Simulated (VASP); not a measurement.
# Co (P6_3/mmc) in VASP: single point with PBE

Aim: the single point of Co with PBE.

All numbers are computed with VASP 6.6.1; they aren't measurements. Logs are shortened: lines on timing, memory, paths and dates and some standing lists are left out, and cuts for length are marked.

## (1) The cell of the first run

Symmetry: P6_3/mmc, No. 194, hexagonal system. The conventional cell has a = 2.492 Å, b = 2.492 Å, c = 4.034 Å, α = 90.00°, β = 90.00°, γ = 120.00°. Co (site symmetry -6m2) has 12 Co at 2.48 to 2.49 Å within 3.3 Å.

## (2) Single point, PBE, collinear spin, ferromagnetic start

INCAR reads:

```
SYSTEM = Co
ALGO     = Normal         ! electronic algorithm
EDIFF    = 1E-7           ! SCF threshold, eV
ENCUT    = 520            ! plane-wave cutoff, eV
GGA      = PE             ! functional
ISIF     = 2              ! what is computed and relaxed
ISMEAR   = 0              ! smearing method
ISPIN    = 2              ! spin polarisation
LASPH    = .TRUE.         ! aspherical terms in the spheres
LCHARG   = .FALSE.        ! write CHGCAR
LMAXMIX  = 4              ! l up to which the mixer works
LORBIT   = 11             ! projections on sites
LREAL    = .FALSE.        ! projectors in reciprocal space
LWAVE    = .FALSE.        ! write WAVECAR
MAGMOM   = 1.93 1.93      ! initial moments
NBANDS   = 20             ! bands
NELM     = 150            ! most SCF steps
PREC     = Accurate       ! precision mode
SIGMA    = 0.1            ! smearing width, eV
```

KPOINTS reads:

```
k-points
0
G
  18 18 10
  0 0 0
```

POSCAR reads:

```
Co
1.0
    2.4922744507      0.0000000000      0.0000000000
   -1.2461372254      2.1583729875      0.0000000000
    0.0000000000      0.0000000000      4.0336830924
Co
2
Direct
    0.3333333333      0.6666666667      0.2500000000
    0.6666666667      0.3333333333      0.7500000000
```

Potentials or basis: VASP PAW PBE potentials, release 64 (Co).

Launch:

```
cat potpaw_PBE.64/Co/POTCAR > POTCAR
mpirun -np 1 vasp_std > vasp.out
```

OUTCAR:

```text
SYSTEM = Co
   EDIFF = 1E-7
   ENCUT = 520
   GGA = PE
   ISIF = 2
   ISMEAR = 0
   ISPIN = 2
   LASPH = .TRUE.
   LORBIT = 11
   LREAL = .FALSE.
   NELM = 150
   PREC = Accurate

 ion  position               nearest neighbor table
   1  0.333  0.667  0.250-   2 2.48   2 2.48   2 2.48   2 2.48   2 2.48   2 2.48
   2  0.667  0.333  0.750-   1 2.48   1 2.48   1 2.48   1 2.48   1 2.48   1 2.48

  LATTYP: Found a hexagonal cell.
 ALAT       =     2.4922744507
 C/A-ratio  =     1.6184746793

  Lattice vectors:

 A1 = (   2.4922744507,   0.0000000000,   0.0000000000)
 A2 = (  -1.2461372254,   2.1583729875,   0.0000000000)
 A3 = (   0.0000000000,   0.0000000000,   4.0336830924)

Analysis of symmetry for initial positions (statically):
=====================================================================
 Subroutine PRICEL returns:
 Original cell was already a primitive cell.

 Routine SETGRP: Setting up the symmetry group for a
 hexagonal supercell.

 Subroutine GETGRP returns: Found 24 space group operations
 (whereof 12 operations were pure point group operations)
 out of a pool of 24 trial point group operations.

The static configuration has the point symmetry D_3d.
 The point group associated with its full space group is D_6h.

Analysis of symmetry for dynamics (positions and initial velocities):
=====================================================================
 Subroutine PRICEL returns:
 Original cell was already a primitive cell.

 Routine SETGRP: Setting up the symmetry group for a
 hexagonal supercell.

 Subroutine GETGRP returns: Found 24 space group operations
 (whereof 12 operations were pure point group operations)
 out of a pool of 24 trial point group operations.

The dynamic configuration has the point symmetry D_3d.
 The point group associated with its full space group is D_6h.

Analysis of structural, dynamic, and magnetic symmetry:
=====================================================================
 Subroutine PRICEL returns:
 Original cell was already a primitive cell.

 Routine SETGRP: Setting up the symmetry group for a
 hexagonal supercell.

 Subroutine GETGRP returns: Found 24 space group operations
 (whereof 12 operations were pure point group operations)
 out of a pool of 24 trial point group operations.

The overall configuration has the point symmetry D_3d.
 The point group associated with its full space group is D_6h.

 Subroutine INISYM returns: Found 24 space group operations
 (whereof 12 operations are pure point group operations),
 and found     1 'primitive' translations
[... 117 lines left out ...]
  Fermi-wavevector in a.u.,A,eV,Ry     =   1.538241  2.906853 32.193892  2.366184
  Thomas-Fermi vector in A             =   2.644637
   LORBIT       =     11    0 simple, 1 ext, 2 COOP (PROOUT), +10 PAW based schemes
   GGA     = PE    functional components
   LHFCALC =     F    Hartree Fock is set to
   AEXX    =    0.0000 exact exchange contribution
   IVDW    =     0    specifies the selected vdW correction
   LEPSILON=     F    determine dielectric tensor
   LRPA    =     F    only Hartree local field effects (RPA)
 spin polarized calculation
 Gauss-broadening in eV      SIGMA  =   0.10
  energy-cutoff  :      520.00
  volume of cell :       21.70
 maximum number of plane-waves:       602
 NGX is ok and might be reduce to    20
   NGX =  9   NGY =  9   NGZ = 15

 number of electron      17.9999997 magnetization       3.1882239

 Free energy of the ion-electron system (eV)
  ---------------------------------------------------
  ext. energy  EPLUGINS =         0.00000000
  ---------------------------------------------------
  free energy    TOTEN  =       -14.07617774 eV

  energy without entropy =      -14.06774914  energy(sigma->0) =      -14.07196344

 E-fermi :  10.2545     XC(G=0): -13.4040

 val. band max:       10.2529594851   @ k =   0.1667   0.1667   0.2000
 cond. band min:      10.2549633444   @ k =   0.1111   0.0000   0.2000
 fundamental gap:      0.0020038592
 Fermi energy:        10.2545358095

 spin component 1

 k-point     1 :       0.0000    0.0000    0.0000
  band No.  band energies     occupation
      1       1.3530      1.00000
      2       5.1339      1.00000
      3       7.6491      1.00000
      4       7.6727      1.00000
      5       7.6727      1.00000
      6       7.9832      1.00000
[... 541 lines left out ...]
     19      32.7905      0.00000
     20      35.1468      0.00000

 [... further k-points ...]

 spin component 2

 k-point     1 :       0.0000    0.0000    0.0000
  band No.  band energies     occupation
      1       1.3388      1.00000
      2       6.0623      1.00000
      3       9.2642      1.00000
      4       9.2953      1.00000
      5       9.2953      1.00000
      6       9.6592      1.00000
[... 541 lines left out ...]
     19      33.0998      0.00000
     20      35.4873      0.00000

 [... further k-points ...]

------------------------ aborting loop because EDIFF is reached ----------------------------------------

  FORCE on cell =-STRESS in cart. coord.  units (eV):
  Direction    XX          YY          ZZ          XY          YZ          ZX
  --------------------------------------------------------------------------------------
  -------------------------------------------------------------------------------------
  Total       -0.0903811     -0.0903811     -0.1082944      0.0000000      0.0000000      0.0000000
  in kB       -6.6736575     -6.6736575     -7.9963656      0.0000000      0.0000000      0.0000000
  external PRESSURE =      -7.1145602 kB  Pullay stress =       0.0000000 kB

 VOLUME and BASIS-vectors are now :
 -----------------------------------------------------------------------------
  energy-cutoff  :      520.00
  volume of cell :       21.70
      direct lattice vectors                 reciprocal lattice vectors
     2.492274451  0.000000000  0.000000000     0.401239920  0.231655976  0.000000000
    -1.246137225  2.158372987  0.000000000     0.000000000  0.463311951  0.000000000
     0.000000000  0.000000000  4.033683092     0.000000000  0.000000000  0.247912386

 POSITION                                       TOTAL-FORCE (eV/Angst)
 -----------------------------------------------------------------------------------
     -0.00000      1.43892      1.00842        -0.000000      0.000000      0.000000
      1.24614      0.71946      3.02526         0.000000     -0.000000      0.000000
 -----------------------------------------------------------------------------------
    total drift:                               -0.000000      0.000000     -0.000000

  FREE ENERGIE OF THE ION-ELECTRON SYSTEM (eV)
  ---------------------------------------------------
  free  energy   TOTEN  =       -14.0761777437 eV

  energy  without entropy=      -14.0677491389  energy(sigma->0) =      -14.07196344

 total charge

# of ion       s       p       d       tot
------------------------------------------
    1        0.488   0.521   7.264   8.273
    2        0.488   0.521   7.264   8.273
--------------------------------------------------
tot          0.977   1.042  14.528  16.546

 magnetization (x)

# of ion       s       p       d       tot
------------------------------------------
    1       -0.015  -0.056   1.687   1.615
    2       -0.015  -0.056   1.687   1.615
--------------------------------------------------
tot         -0.031  -0.112   3.373   3.231
```

OSZICAR:

```text
N       E                     dE             d eps       ncg     rms          rms(c)
DAV:   1     0.853783069276E+02    0.85378E+02   -0.79445E+03 18704   0.119E+03
DAV:   2    -0.115854269319E+02   -0.96964E+02   -0.87016E+02 18032   0.216E+02
DAV:   3    -0.160910061638E+02   -0.45056E+01   -0.43267E+01 20172   0.566E+01
DAV:   4    -0.161590275438E+02   -0.68021E-01   -0.67969E-01 21668   0.611E+00
DAV:   5    -0.161609877398E+02   -0.19602E-02   -0.19601E-02 20700   0.983E-01    0.149E+01
DAV:   6    -0.145085529131E+02    0.16524E+01   -0.74469E+00 20132   0.559E+01    0.688E+00
DAV:   7    -0.141120521183E+02    0.39650E+00   -0.11618E+00 20796   0.202E+01    0.381E+00
DAV:   8    -0.140913682480E+02    0.20684E-01   -0.15631E-02 23464   0.124E+00    0.172E+00
DAV:   9    -0.140767266904E+02    0.14642E-01   -0.29150E-03 28672   0.990E-01    0.443E-01
DAV:  10    -0.140762043382E+02    0.52235E-03   -0.74040E-04 23176   0.334E-01    0.521E-02
DAV:  11    -0.140761789687E+02    0.25369E-04   -0.36557E-05 23056   0.630E-02    0.305E-02
DAV:  12    -0.140761783490E+02    0.61972E-06   -0.39396E-06 20892   0.210E-02    0.166E-02
DAV:  13    -0.140761778254E+02    0.52358E-06   -0.15199E-06 26432   0.142E-02    0.338E-03
DAV:  14    -0.140761777437E+02    0.81654E-07   -0.25664E-07 19172   0.431E-03
   1 F= -.14076178E+02 E0= -.14071963E+02  d E =-.842860E-02  mag=     3.1883
```

stdout:

```text
POSCAR found type information on POSCAR Co
 POSCAR found :  1 types and       2 ions
 scaLAPACK will be used
 LDA part: xc-table for (Slater+PW92), standard interpolation
 POSCAR, INCAR and KPOINTS ok, starting setup
 FFT: planning ... GRIDC
 FFT: planning ... GRID_SOFT
 FFT: planning ... GRID
 WAVECAR not read
 entering main loop
```

Run time: 2 min. Hardware: 1 thread of AMD EPYC 7R13 (Zen 3), shared host; peak memory 0.22 GiB.

Results:

| Item | Value |
| --- | --- |
| Free energy | -14.0762 eV |
| Pressure | -0.7 GPa |
| Net moment | 3.19 μB per cell |
| Site moments | Co +1.61 μB |
| Valence electrons inside the program's atomic spheres | Co 8.27 |
